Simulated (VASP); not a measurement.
Set up this calculation in VASP 6.6.1, as the native input.

- Task: single point
- Functional: PBE
- Potentials or basis: VASP PAW PBE potentials, release 64 (Hf_pv, C)
- Cutoff: 520 eV
- k mesh: 16 × 16 × 15
- Occupations: fermi-dirac, width 0.1 eV
- Spin: no spin polarisation
- Dipole correction: no
- Further INCAR settings: ALGO = Normal; EDIFF = 1e-07; NBANDS = 14

The structure of HfC (WC type) lies in POSCAR:

```
HfC
1.0
    2.7716289478      0.0000000000      0.0000000000
   -1.3858144739      2.4003010786      0.0000000000
    0.0000000000      0.0000000000      2.6443325380
Hf C
1 1
Direct
    0.0000000000      0.0000000000      0.0000000000
    0.3333333333      0.6666666667      0.5000000000
```

One way to write it, as run:

INCAR

```
SYSTEM = HfC
PREC     = Accurate       ! precision mode
ENCUT    = 520            ! plane-wave cutoff, eV
EDIFF    = 1E-7           ! SCF threshold, eV
ISMEAR   = -1             ! smearing method
SIGMA    = 0.1            ! smearing width, eV
LREAL    = .FALSE.        ! projectors in reciprocal space
LASPH    = .TRUE.         ! aspherical terms in the spheres
NELM     = 100            ! most SCF steps
ALGO     = Normal         ! electronic algorithm
ISIF     = 2              ! what is computed and relaxed
LWAVE    = .FALSE.        ! write WAVECAR
LCHARG   = .FALSE.        ! write CHGCAR
GGA      = PE             ! functional
NBANDS   = 14             ! bands
```

KPOINTS

```
Automatic mesh
0
G
  16 16 15
  0 0 0
```

Potentials or basis: VASP PAW PBE potentials, release 64 (Hf_pv, C).

The run is started by

```bash
$ cat potpaw_PBE.64/Hf_pv/POTCAR potpaw_PBE.64/C/POTCAR > POTCAR
$ mpirun -np 1 vasp_std > vasp.out
```

Results of the run:

The pressure is 170.4 GPa. The band gap on the k mesh is zero (band 7 reaches 10.10 eV, above the bottom of band 8 at 8.54 eV).

Caveat: spin-orbit coupling is left out, which moves the levels of the heavy elements.

Wall time 34 s on 1 thread of Intel(R) Xeon(R) 6975P-C (Granite Rapids), on a shared host, peak memory 0.18 GiB.
